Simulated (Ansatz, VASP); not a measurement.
MgO: VASP beside Ansatz

The input POSCAR:

```
MgO
1.0
    0.0000000000      2.1231890896      2.0897899895
    2.1231890896      0.0000000000      2.0897899895
    2.1231890896      2.1231890896      0.0000000000
Mg O
1 1
Direct
    0.0000000000      0.0000000000      0.0000000000
    0.5000000000      0.5000000000      0.5000000000
```

INCAR.step1

```
SYSTEM = MgO
ALGO = Normal
EDIFF = 1E-4
ENCUT = 520
GGA = PE
ISMEAR = 0
LASPH = .TRUE.
LCHARG = .FALSE.
LREAL = .FALSE.
LWAVE = .TRUE.
NBANDS = 11
NELM = 80
PREC = Accurate
SIGMA = 0.01
```

File INCAR.step2:

```
SYSTEM = MgO
ALGO = Normal
EDIFF = 1E-6
ENCUT = 520
ISIF = 2
ISMEAR = 0
ISTART = 1
LASPH = .TRUE.
LCHARG = .FALSE.
LMIXTAU = .TRUE.
LREAL = .FALSE.
LWAVE = .FALSE.
METAGGA = R2SCAN
NBANDS = 11
NELM = 80
PREC = Accurate
SIGMA = 0.01
```

Contents of KPOINTS:

```
k-points
0
G
  10 10 10
  0 0 0
```

Input for Ansatz:

```yaml
crystal:
  lattice:
    - [0.0, 2.1231890896, 2.0897899895]
    - [2.1231890896, 0.0, 2.0897899895]
    - [2.1231890896, 2.1231890896, 0.0]
  atoms:
    - { symbol: Mg, position: [0.0, 0.0, 0.0] }
    - { symbol: O, position: [0.5, 0.5, 0.5] }
kpoints:
  mp_grid: { grid: [10, 10, 10] }
  band_path:
    path:
      - [0.0, 0.0, 0.0]
      - [0.5, 0.0, 0.5]
      - [0.625, 0.25, 0.625]
      - [0.375, 0.375, 0.75]
      - [0.5, 0.5, 0.5]
      - [0.5, 0.25, 0.75]
    npoints: 1
hamiltonian:
  xc: r2scan
scf:
  occupations: { method: fixed }
  n_extra_bands: 4
output:
  forces: true
  stress: true
  eigenvalues: true
```

Change from the starting cell: epitaxial_xy strain +1.0%.

Alike in both runs: task single point; functional r2SCAN; k mesh 10 × 10 × 10; no spin polarisation.

|  | VASP | Ansatz |
| --- | --- | --- |
| version | VASP 6.6.1 | Ansatz 0.2.0 |
| potentials or method | VASP PAW PBE potentials, release 64 (Mg, O) | plane waves, PAW |
| plane-wave cutoff (eV) | 520 | 500 |
| occupations | gaussian, width 0.01 eV | fixed |
| valence electrons in the cell | 8 | 16 |

VASP gave:

- gap on the k mesh at the Fermi level (eV): 5.50
- pressure (GPa): -3.3
- traceless stress, the component that is largest in VASP (GPa): 2.16

Problem. Estimate Ansatz's values.

Solution. gap on the k mesh at the Fermi level (eV): 5.53; pressure (GPa): -2.2; traceless stress, the component that is largest in VASP (GPa): 2.17.

VASP's potentials were made for PBE, not for r2SCAN. VASP's potentials hold 8 valence electrons a cell and Ansatz's 16, so a difference there can come from the potentials and not from the codes.
